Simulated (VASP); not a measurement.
A run of VASP 6.6.1 is set up as follows.

The input INCAR:

```
SYSTEM = AlNi
  PREC = Accurate
  ENCUT = 520
  EDIFF = 1E-6
  ISMEAR = 1
  SIGMA = 0.01
  LREAL = .FALSE.
  LASPH = .TRUE.
  NELM = 100
  ALGO = Fast
  ISIF = 2
  LWAVE = .FALSE.
  LCHARG = .FALSE.
  GGA = PS
  NBANDS = 14
```

Contents of KPOINTS:

```
regular mesh
0
G
  16 16 14
  0 0 0
```

POSCAR

```
AlNi
1.0
    1.9386940000     -1.9531901500      0.0000000000
    1.9386940000      1.9531901500      0.0000000000
    0.0000000000      0.0000000000      3.0994300413
Al Ni
1 1
Direct
    0.0000000000      0.0000000000      0.0000000000
    0.5000000000      0.5000000000      0.5000000000
```

Potentials or basis: VASP PAW PBE potentials, release 64 (Al, Ni).

Run with:

```sh
$ cat potpaw_PBE.64/Al/POTCAR potpaw_PBE.64/Ni/POTCAR > POTCAR
$ mpirun -np 1 vasp_std > vasp.out
```

What does it give for the pressure?

0.6 GPa.

What does it give for the band gap on the k mesh?

Zero (an odd number of electrons rules out a gap without spin polarisation).

Stress tensor (GPa, compression positive):
```
 3.67  0.00  0.00
 0.00  2.20  0.00
 0.00  0.00 -4.15
```

Caveat: the stress differs along the axes, from -4 to 4 GPa; the PAW data sets were made with another functional, which shifts forces and pressure a little. Spin polarisation is off, so any magnetic state and its effect on volume and gap are missing.
